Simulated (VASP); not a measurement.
BiTe, 2 atoms in the cell. Symmetry: Fm-3m, No. 225, cubic system. Conventional cell: a = 6.470 Å, b = 6.470 Å, c = 6.470 Å, α = 90.00°, β = 90.00°, γ = 90.00°. Within 4.3 Å of Bi (site symmetry m-3m) lie 6 Te at 3.23 Å. Within 4.3 Å of Te (site symmetry m-3m) lie 6 Bi at 3.23 Å. 

| Property | Result |
| --- | --- |
| Program | VASP 6.6.1 |
| Task | electric field gradients |
| Functional | PBE |
| Potentials or basis | VASP PAW PBE potentials, release 64 (Bi_d, Te) |
| Cutoff | 520 eV |
| k mesh | 10 × 10 × 10 |
| Occupations | fermi-dirac, width 0.03 eV |
| Spin | no spin polarisation |
| Dipole correction | no |
| Further INCAR settings | ALGO = Normal; EDIFF = 1e-08; NBANDS = 18 |

Potentials or basis: VASP PAW PBE potentials, release 64 (Bi_d, Te).

Launch:

```console
$ cat potpaw_PBE.64/Bi_d/POTCAR potpaw_PBE.64/Te/POTCAR > POTCAR
$ mpirun -np 1 vasp_std > vasp.out
```

Hardware: 1 thread of Intel(R) Xeon(R) Platinum 8259CL CPU @ 2.50GHz (Skylake/Cascade Lake) (shared host).

Task: Estimate the wall time of this run.

Result: Run time: 80 s on 1 thread of Intel(R) Xeon(R) Platinum 8259CL CPU @ 2.50GHz (Skylake/Cascade Lake), with other jobs on the host, peak memory 0.23 GiB. Counts: scf iterations 16, k points 47.
